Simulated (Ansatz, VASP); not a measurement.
# One calculation of AlAs, two programs

```
CELL_PARAMETERS angstrom
0.00000 2.83780 2.83780
2.83780 0.00000 2.83780
2.83780 2.83780 0.00000
ATOMIC_POSITIONS crystal
Al 0.00000 0.00000 0.00000
As 0.75000 0.75000 0.75000
```

Change from the starting cell: mode 4 frozen in at +0.000 Å, equal normal strain along x, y and z +0.0083.

Alike in both runs: task single point; functional LDA; k mesh 8 × 8 × 8; occupations gaussian, width 0.05 eV; no spin polarisation.

```csv
,VASP,Ansatz
version,VASP 6.6.1,Ansatz 0.2.0
potentials or method,"VASP PAW LDA potentials, release 64 (Al, As), cutoff 500 eV","scalar-relativistic, plane waves, PAW"
valence electrons in the cell,8,18
```

Ansatz gave:

```
gap on the k mesh at the Fermi level (eV) : 1.36
least direct gap on the mesh (eV)         : 1.79
pressure (GPa)                            : -1.8
```

Question: Estimate VASP's values.

Answer: gap on the k mesh at the Fermi level (eV): 1.35; least direct gap on the mesh (eV): 1.82; pressure (GPa): -1.5.

Ansatz warns that its potentials were made for another functional, while VASP's fit it. LDA's correlation is that of Perdew and Zunger in VASP and of Perdew and Wang (1992) in Ansatz. VASP's potentials hold 8 valence electrons a cell and Ansatz's 18, so a difference there can come from the potentials and not from the codes.
